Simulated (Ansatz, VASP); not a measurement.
## NbH2 in VASP and in Ansatz

File INCAR:

```
  ALGO = Normal
  EDIFF = 1E-8
  ENCUT = 400
  GGA = CA
  GGA_COMPAT = F
  ISIF = 2
  ISMEAR = -1
  LASPH = T
  LCHARG = F
  LEFG = T
  LREAL = F
  LWAVE = F
  NBANDS = 14
  NELM = 120
  PREC = Accurate
  SIGMA = 0.03
```

Contents of KPOINTS:

```
k-points
0
Gamma
  15 15 15
```

POSCAR

```
NbH2
1.0
    0.0228150000      2.2929075000      2.2929075000
    2.2929075000      0.0228150000      2.2929075000
    2.2929075000      2.2929075000      0.0228150000
Nb H
1 2
Direct
    0.0000000000      0.0000000000      0.0000000000
    0.2500000000      0.2500000000      0.2500000000
    0.7500000000      0.7500000000      0.7500000000
```

Input for Ansatz:

```yaml
crystal:
  lattice:
    - [0.022815, 2.2929075, 2.2929075]
    - [2.2929075, 0.022815, 2.2929075]
    - [2.2929075, 2.2929075, 0.022815]
  atoms:
    - { symbol: Nb, position: [0.0, 0.0, 0.0] }
    - { symbol: H, position: [0.25, 0.25, 0.25] }
    - { symbol: H, position: [0.75, 0.75, 0.75] }
kpoints:
  mp_grid: { grid: [15, 15, 15] }
scf:
  occupations: { method: fermi_dirac, width: 0.03 }
hamiltonian:
  xc: lda
  pseudopotentials: { kind: all_electron, datasets: crystal }
output:
  forces: true
  stress: true
  eigenvalues: true
  efg: { contact_densities: true }
```

Change from the starting cell: equal xy, yz and zx shear strains of +1 %, crystal datasets.

Alike in both runs: task electric field gradients; functional LDA; k mesh 15 × 15 × 15; occupations fermi-dirac, width 0.03 eV; no spin polarisation.

```csv
,VASP,Ansatz
version,VASP 6.6.1,Ansatz 0.2.0
potentials or method,"VASP PAW LDA potentials, release 64 (Nb_sv, H), cutoff 400 eV","all-electron PAW with datasets made for the crystal, scalar-relativistic"
```

```tsv
	VASP	Ansatz	Ansatz less VASP
rms of the force components (eV/Å)	0.035	0.035	-0.0001
size of Vzz on the site where it differs most (V/Å²)	14.4	14.8	+0.38
```

LDA's correlation is that of Perdew and Zunger in VASP and of Perdew and Wang (1992) in Ansatz. Atom by atom the forces differ by 0.000 eV/Å (rms over components). Ansatz ran all-electron here, and VASP with PAW potentials.
